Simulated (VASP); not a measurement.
The system is ZnS.

```
Zn S
1.0
     0.00000    2.70200    2.70200
     2.70200    0.00000    2.70200
     2.70200    2.70200    0.00000
Zn S
1 1
Direct
  0.75000 0.75000 0.75000
  0.00000 0.00000 0.00000
```

```yaml
Program: VASP 6.6.1
Task: relaxation of cell and atoms
Functional: revPBE
Potentials_or_basis: VASP PAW PBE potentials, release 64 (Zn, S)
Cutoff: 600 eV
k_mesh: 9 × 9 × 9
Occupations: fermi-dirac, width 0.05 eV
Spin: no spin polarisation
```

At the start: pressure 3.6 GPa; volume 19.73 Å³/atom.

Where does the relaxation end?

Over 3 steps the energy falls by 11.1 meV/atom and the volume is 20.75 Å³/atom (+5.2 %); space group F-43m (No. 216, to 0.05 Å).

Step by step:
| step | energy change (eV) | largest force (eV/Å) | pressure (GPa) | volume (Å³) |
| --- | --- | --- | --- | --- |
| 1 | 0.0000 | 0.0000 | 3.62 | 39.45 |
| 2 | -0.0207 | 0.0000 | -0.79 | 42.05 |
| 3 | -0.0222 | 0.0000 | 0.06 | 41.51 |

Final structure:
```xyz
2
Lattice="0.0000 2.7481 2.7481 2.7481 0.0000 2.7481 2.7481 2.7481 0.0000" Properties=species:S:1:pos:R:3 pbc="T T T"
Zn    4.1221    4.1221    4.1221
S     0.0000    0.0000    0.0000
```

Caveat: the PAW data sets were made with another functional, which shifts forces and pressure a little.
